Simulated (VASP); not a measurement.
Here is a VASP 6.6.1 calculation.

INCAR

```
SYSTEM = C
PREC = Accurate ; ENCUT = 520
EDIFF = 1E-6 ; ISMEAR = -1
SIGMA = 0.02 ; LREAL = Auto
LASPH = .True. ; NELM = 80
ALGO = Normal ; ISIF = 2
LWAVE = .False. ; LCHARG = .False.
GGA = PE ; IVDW = 12
NBANDS = 86
```

The input KPOINTS:

```
regular mesh
0
Gamma
  1 1 1
  0 0 0
```

File POSCAR:

```
C
1.0
    9.8640000000      0.0000000000      0.0000000000
   -4.9320000000      8.5424750000      0.0000000000
    0.0000000000      0.0000000000     11.0000000000
C
32
Direct
   -0.0305812784      0.0074100305      0.0524454545
    0.1259300754      0.0867547169      0.0777909091
   -0.0409066956      0.2498573306      0.0978545455
    0.1241721015      0.3370100586      0.0938272727
   -0.0273849697      0.5095244645      0.0978545455
    0.1423403281      0.5930950925      0.1029181818
   -0.0364086935      0.7586911287      0.0810272727
    0.1327459797      0.8470613025      0.0869545455
    0.2204174872      0.0163418681      0.0806545455
    0.3859696800      0.1014811281      0.0754909091
    0.2122166485      0.2553943676      0.0732909091
    0.3821206379      0.3339898566      0.0818909091
    0.2174093400      0.5077100021      0.0897363636
    0.3871933719      0.5951085605      0.0859181818
    0.2244771121      0.7715211341      0.0940272727
    0.3872899996      0.8531485313      0.1026181818
    0.4751191952      0.0175944325      0.0916636364
    0.6396837577      0.0880658123      0.0939363636
    0.4729584005      0.2709168010      0.0681000000
    0.6368392315      0.3492664597      0.0708000000
    0.4714007895      0.5136450502      0.0924909091
    0.6411426110      0.5976136892      0.0916000000
    0.4667978689      0.7572980898      0.1038545455
    0.6293248915      0.8303448357      0.0685909091
    0.7047684025     -0.0060755226      0.0812545455
    0.8816135428      0.0783730710      0.0717181818
    0.7168712604      0.2463337616      0.0975181818
    0.8851534611      0.3351487713      0.0895909091
    0.7117289791      0.5150029705      0.0994545455
    0.8862702401      0.5966888987      0.1031000000
    0.7215564128      0.7656797357      0.0624000000
    0.8832510941      0.8390893740      0.0651909091
```

Potentials or basis: VASP PAW PBE potentials, release 64 (C).

Command:

```sh
$ cat potpaw_PBE.64/C/POTCAR > POTCAR
$ mpirun -np 1 vasp_gam > vasp.out
```

Q: Predict the largest force.

A: 8.062 eV/Å.

Q: Estimate the dispersion energy per atom.

A: -0.089 eV.

Forces on the atoms (eV/Å):
```
C   -1.036 -2.556  1.924
C    2.574  3.426 -1.685
C    2.778 -1.597 -1.736
C    3.041  0.841 -1.272
C   -0.994 -0.313  0.442
C   -3.165  2.028 -1.364
C    2.222  0.070  1.161
C    1.481  0.224 -0.304
C   -0.300 -1.892 -0.103
C    2.522 -0.829  0.476
C   -0.219 -0.032  2.094
C   -4.376  5.895 -0.194
C    0.753 -0.959  0.800
C   -0.895 -1.643  1.569
C   -1.008 -3.077  0.996
C    1.850 -1.144 -0.396
C   -2.714 -0.644 -0.202
C   -2.565 -0.974 -0.084
C    2.111 -4.160  0.163
C    1.577 -1.193  3.142
C    0.283 -2.050 -1.125
C   -5.437  1.757 -1.145
C   -0.387  0.864 -2.555
C   -3.663  2.946  2.032
C    5.235  1.825 -1.119
C   -4.260  2.421  0.964
C   -1.295  6.382 -2.392
C   -2.911  1.778  1.921
C    7.456 -2.836 -1.167
C    0.139 -1.858 -1.113
C    1.641 -4.641  1.667
C   -0.439  1.943 -1.396
```

Caveat: the k points lie up to 0.74 Å⁻¹ apart.
